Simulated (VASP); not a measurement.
Write the native input for VASP 6.6.1 that does the following.

```yaml
Task: single point
Functional: r2SCAN
Potentials_or_basis: VASP PAW PBE potentials, release 64 (Mg, O)
Cutoff: 520 eV
k_mesh: 6 × 6 × 6
Occupations: gaussian, width 0.05 eV
Spin: no spin polarisation
Dipole_correction: no
Further_INCAR_settings: ALGO = Normal; EDIFF = 1e-06; NBANDS = 40
```

The system is MgO2.

```
CELL_PARAMETERS angstrom
4.83417 0.00000 0.00000
0.00000 4.83417 0.00000
0.00000 0.00000 4.83417
ATOMIC_POSITIONS crystal
Mg 0.00000 0.50000 0.50000
Mg 0.50000 0.50000 0.00000
Mg 0.50000 0.00000 0.50000
Mg 0.00000 0.00000 0.00000
O 0.41117 0.08883 0.91117
O 0.08883 0.91117 0.41117
O 0.91117 0.41117 0.08883
O 0.58883 0.58883 0.58883
O 0.41117 0.41117 0.41117
O 0.08883 0.58883 0.91117
O 0.91117 0.08883 0.58883
O 0.58883 0.91117 0.08883
```

The input as run:

POSCAR

```
MgO2
1.0
    4.8341733805      0.0000000000      0.0000000000
    0.0000000000      4.8341733805      0.0000000000
    0.0000000000      0.0000000000      4.8341733805
Mg O
4 8
Direct
    0.0000000000      0.5000000000      0.5000000000
    0.5000000000      0.5000000000      0.0000000000
    0.5000000000      0.0000000000      0.5000000000
    0.0000000000      0.0000000000      0.0000000000
    0.4111698599      0.0888301401      0.9111698599
    0.0888301401      0.9111698599      0.4111698599
    0.9111698599      0.4111698599      0.0888301401
    0.5888301401      0.5888301401      0.5888301401
    0.4111698599      0.4111698599      0.4111698599
    0.0888301401      0.5888301401      0.9111698599
    0.9111698599      0.0888301401      0.5888301401
    0.5888301401      0.9111698599      0.0888301401
```

INCAR.step1

```
SYSTEM = MgO2
ALGO     = Normal         ! electronic algorithm
EDIFF    = 1E-4           ! SCF threshold, eV
ENCUT    = 520            ! plane-wave cutoff, eV
GGA      = PE             ! functional
ISMEAR   = 0              ! smearing method
LASPH    = .TRUE.         ! aspherical terms in the spheres
LCHARG   = .FALSE.        ! write CHGCAR
LREAL    = .FALSE.        ! projectors in reciprocal space
LWAVE    = .TRUE.         ! write WAVECAR
NBANDS   = 40             ! bands
NELM     = 60             ! most SCF steps
PREC     = Accurate       ! precision mode
SIGMA    = 0.05           ! smearing width, eV
```

INCAR.step2

```
SYSTEM = MgO2
ALGO     = Normal         ! electronic algorithm
EDIFF    = 1E-6           ! SCF threshold, eV
ENCUT    = 520            ! plane-wave cutoff, eV
ISIF     = 2              ! what is computed and relaxed
ISMEAR   = 0              ! smearing method
ISTART   = 1            
LASPH    = .TRUE.         ! aspherical terms in the spheres
LCHARG   = .FALSE.        ! write CHGCAR
LMIXTAU  = .TRUE.       
LREAL    = .FALSE.        ! projectors in reciprocal space
LWAVE    = .FALSE.        ! write WAVECAR
METAGGA  = R2SCAN         ! meta-GGA
NBANDS   = 40             ! bands
NELM     = 60             ! most SCF steps
PREC     = Accurate       ! precision mode
SIGMA    = 0.05           ! smearing width, eV
```

KPOINTS

```
k-points
0
G
  6 6 6
  0 0 0
```

Potentials or basis: VASP PAW PBE potentials, release 64 (Mg, O).

The run is started by

```sh
$ cat potpaw_PBE.64/Mg/POTCAR potpaw_PBE.64/O/POTCAR > POTCAR
$ cp INCAR.step1 INCAR
$ mpirun -np 1 vasp_std > vasp.out
$ cp INCAR.step2 INCAR
$ mpirun -np 1 vasp_std > vasp.out
```

Results of the run:

```yaml
Pressure: -0.3 GPa
Largest_force: 0.274 eV/Å
Band_gap_on_the_k_mesh: 4.68 eV, indirect (least direct gap 4.81 eV)
```

Caveat: the PAW data sets were made with another functional, which shifts forces and pressure a little.

Wall time 5 min on 1 thread of Intel(R) Xeon(R) Platinum 8259CL CPU @ 2.50GHz (Skylake/Cascade Lake), with other jobs on the host, peak memory 0.26 GiB.
